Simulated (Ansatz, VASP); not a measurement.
## Sc2As3Se3 in VASP and in Ansatz

```
Sc As Se
1.0
     5.63929    0.00000    0.00000
     0.00000    5.63929    0.00000
     0.00000    0.00000    5.63929
Sc As Se
2 3 3
Direct
  0.50000 0.50000 0.50000
  0.00000 0.00000 0.00000
  0.50000 0.00000 0.00000
  0.00000 0.50000 0.00000
  0.00000 0.00000 0.50000
  0.00000 0.50000 0.50000
  0.50000 0.00000 0.50000
  0.50000 0.50000 0.00000
```

Alike in both runs: functional PBE; k mesh 3 × 3 × 3; occupations gaussian, width 0.2 eV; no spin polarisation.

Ansatz relaxed the structure, and its values are those at the end. VASP's run is a single point on that final structure, the one shown.

|  | VASP | Ansatz |
| --- | --- | --- |
| version | VASP 6.6.1 | Ansatz 0.2.0 |
| potentials or method | VASP PAW PBE potentials, release 64 (Sc_sv, As, Se), cutoff 520 eV | scalar-relativistic, plane waves, PAW |
| valence electrons in the cell | 55 | 115 |

Ansatz gave:

* gap on the k mesh at the Fermi level (eV): none
* pressure (GPa): -0.4

Question: Which values does VASP return?

Answer: gap on the k mesh at the Fermi level (eV): none; pressure (GPa): -0.3.

A gap of «none» marks a metal or a gap that the smearing closes. With one functional, cell and mesh, what is left measures potentials, basis and numerics. VASP's potentials hold 55 valence electrons a cell and Ansatz's 115, so a difference there can come from the potentials and not from the codes.

The k mesh is coarse, so the values compare programs but aren't converged.
